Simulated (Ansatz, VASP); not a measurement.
One calculation of Ir, two programs

The input INCAR:

```
ALGO = Fast ; EDIFF = 1E-6
ENCUT = 520 ; GGA = PS
ISIF = 2 ; ISMEAR = 0
LASPH = T ; LCHARG = F
LREAL = F ; LWAVE = F
NBANDS = 16 ; NELM = 60
PREC = Accurate ; SIGMA = 0.15
```

KPOINTS

```
k-points
0
Gamma
  18 18 12
```

Contents of POSCAR:

```
Ir
1.0
    2.7926485630      0.0000000000      0.0000000000
   -1.3963242815      2.4185045994      0.0000000000
    0.0000000000      0.0000000000      4.4622900000
Ir
2
Direct
    0.6666666667      0.3333333333      0.7500000000
    0.3333333333      0.6666666667      0.2500000000
```

Input for Ansatz:

```yaml
crystal:
  lattice:
    - [2.792648563, 0.0, 0.0]
    - [-1.3963242815, 2.4185045994, 0.0]
    - [0.0, 0.0, 4.46229]
  atoms:
    - { symbol: Ir, position: [0.6666666667, 0.3333333333, 0.75] }
    - { symbol: Ir, position: [0.3333333333, 0.6666666667, 0.25] }
basis:
  ecutwfc: 420
kpoints:
  mp_grid: { grid: [18, 18, 12] }
hamiltonian:
  xc: pbesol
scf:
  occupations: { method: gaussian, width: 0.15 }
output:
  forces: true
  stress: true
  eigenvalues: true
```

Change from the starting cell: strain +0.015 along x and y, +0.000 along z, atoms carried along.

Alike in both runs: task single point; functional PBEsol; k mesh 18 × 18 × 12; occupations gaussian, width 0.15 eV; no spin polarisation.

|  | VASP | Ansatz |
| --- | --- | --- |
| version | VASP 6.6.1 | Ansatz 0.2.0 |
| potentials or method | VASP PAW PBE potentials, release 64 (Ir), cutoff 520 eV | scalar-relativistic, plane waves, PAW |
| valence electrons in the cell | 18 | 34 |

Ansatz gave:

| Property | Result |
| --- | --- |
| gap on the k mesh at the Fermi level (eV) | none |
| pressure (GPa) | -21.1 |
| traceless stress, the component that is largest in VASP (GPa) | 2.64 |

Task: Which values does VASP return?

Result: gap on the k mesh at the Fermi level (eV): none; pressure (GPa): -20.5; traceless stress, the component that is largest in VASP (GPa): 2.67.

VASP's potentials were made for PBE, not for PBEsol. A gap of «none» marks a metal or a gap that the smearing closes. VASP's potentials hold 18 valence electrons a cell and Ansatz's 34, so a difference there can come from the potentials and not from the codes.

Neither program's run includes spin-orbit coupling.
